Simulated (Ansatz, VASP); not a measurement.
# Si in VASP and in Ansatz

```xyz
2
Lattice="0.0000 2.7010 2.7010 2.7010 0.0000 2.7010 2.7010 2.7010 0.0000" Properties=species:S:1:pos:R:3 pbc="T T T"
Si    2.7010    2.7010    2.7010
Si    4.0515    4.0515    4.0515
```

Alike in both runs: task relaxation of cell and atoms; functional LDA; k mesh 12 × 12 × 12; no spin polarisation.

```csv
,VASP,Ansatz
version,VASP 6.6.1,Ansatz 0.2.0
potentials or method,"VASP PAW LDA potentials, release 64 (Si), cutoff 600 eV","scalar-relativistic, plane waves, PAW"
occupations,"gaussian, width 0.01 eV",fixed
valence electrons in the cell,8,8
```

Ansatz gave:

| Quantity | Value |
| --- | --- |
| gap on the k mesh at the Fermi level, each at its own relaxed structure (eV) | 0.44 |
| relaxed volume (Å³/atom) | 19.70 |
| relaxed cell length with the largest relative difference (Å) | 3.820 |

What did VASP give for the same quantities?

gap on the k mesh at the Fermi level, each at its own relaxed structure (eV): 0.44; relaxed volume (Å³/atom): 19.72; relaxed cell length with the largest relative difference (Å): 3.820.

LDA's correlation is that of Perdew and Zunger in VASP and of Perdew and Wang (1992) in Ansatz.
